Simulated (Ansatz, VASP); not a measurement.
One calculation of Cd, two programs

```
CELL_PARAMETERS angstrom
3.32477 0.00000 0.00000
-1.66239 2.87934 0.00000
0.00000 0.00000 7.08188
ATOMIC_POSITIONS crystal
Cd 0.00000 0.00000 0.00000
Cd 0.66667 0.33333 0.33333
Cd 0.33333 0.66667 0.66667
```

Change from the starting cell: strain along c alone, the other axes held, atoms relaxed: -2.0 %.

Alike in both runs: task single point; functional PBE; k mesh 15 × 15 × 6; occupations gaussian, width 0.1 eV; no spin polarisation.

|  | VASP | Ansatz |
| --- | --- | --- |
| version | VASP 6.6.1 | Ansatz 0.2.0 |
| potentials or method | VASP PAW PBE potentials, release 64 (Cd), cutoff 520 eV | scalar-relativistic, plane waves, PAW |
| valence electrons in the cell | 36 | 60 |

Ansatz gave:

```
gap on the k mesh at the Fermi level (eV)                     : none
pressure (GPa)                                                : 1.1
traceless stress, the component that is largest in VASP (GPa) : 1.32
```

**Question.** Estimate VASP's values.

**Answer.** gap on the k mesh at the Fermi level (eV): none; pressure (GPa): 1.3; traceless stress, the component that is largest in VASP (GPa): 1.40.

A gap of «none» marks a metal or a gap that the smearing closes. VASP's potentials hold 36 valence electrons a cell and Ansatz's 60, so a difference there can come from the potentials and not from the codes.
